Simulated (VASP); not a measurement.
Wanted: the native input for a VASP 6.6.1 run.

| Property | Result |
| --- | --- |
| Task | single point |
| Functional | r2SCAN |
| Potentials or basis | VASP PAW PBE potentials, release 64 (Ba_sv, Ti_sv, O) |
| Cutoff | 520 eV |
| k mesh | 6 × 6 × 6 |
| Occupations | gaussian, width 0.05 eV |
| Spin | no spin polarisation |
| Dipole correction | no |
| Further INCAR settings | ALGO = Normal; EDIFF = 1e-07; NBANDS = 28 |

BaTiO3:

```
Ba Ti O
1.0
     2.68426    1.54976    2.19242
    -2.68426    1.54976    2.19242
     0.00000   -3.09952    2.19242
Ba Ti O
1 1 3
Direct
  0.00379 0.00379 0.00379
  0.50373 0.50373 0.50373
  0.50389 0.50389 0.00389
  0.00389 0.50389 0.50389
  0.50389 0.00389 0.50389
```

The input as run:

POSCAR

```
BaTiO3
1.0
    2.6842646524      1.5497609196      2.1924232417
   -2.6842646524      1.5497609196      2.1924232417
    0.0000000000     -3.0995218392      2.1924232417
Ba Ti O
1 1 3
Direct
    0.0037942945      0.0037942945      0.0037942945
    0.5037323234      0.5037323234      0.5037323234
    0.5038908636      0.5038908636      0.0038916549
    0.0038916549      0.5038908636      0.5038908636
    0.5038908636      0.0038916549      0.5038908636
```

INCAR.step1

```
PREC = Accurate
ENCUT = 520
ISMEAR = 0
SIGMA = 0.05
LREAL = False
LASPH = True
NELM = 60
NBANDS = 28
GGA = PE
ALGO = Normal
EDIFF = 1E-4
LWAVE = True
LCHARG = False
```

INCAR.step2

```
PREC = Accurate
ENCUT = 520
EDIFF = 1E-7
ISMEAR = 0
SIGMA = 0.05
LREAL = False
LASPH = True
NELM = 60
ALGO = Normal
ISIF = 2
LWAVE = False
LCHARG = False
METAGGA = R2SCAN
LMIXTAU = True
NBANDS = 28
ISTART = 1
```

KPOINTS

```
regular mesh
0
Gamma
  6 6 6
```

Potentials or basis: VASP PAW PBE potentials, release 64 (Ba_sv, Ti_sv, O).

Launch:

```bash
$ cat potpaw_PBE.64/Ba_sv/POTCAR potpaw_PBE.64/Ti_sv/POTCAR potpaw_PBE.64/O/POTCAR > POTCAR
$ cp INCAR.step1 INCAR
$ mpirun -np 1 vasp_std > vasp.out
$ cp INCAR.step2 INCAR
$ mpirun -np 1 vasp_std > vasp.out
```

Results of the run:

```json
{
 "Pressure": "42.1 GPa",
 "Largest force": "0.018 eV/Å",
 "Band gap on the k mesh": "2.44 eV"
}
```

Caveat: the cell stands under pressure; the PAW data sets were made with another functional, which shifts forces and pressure a little; spin-orbit coupling is left out, which moves the levels of the heavy elements.

Run time: 4.2 min on 1 thread of AMD EPYC 7R43 64-Core Processor (Zen 3), with other jobs on the host, peak memory 0.15 GiB.
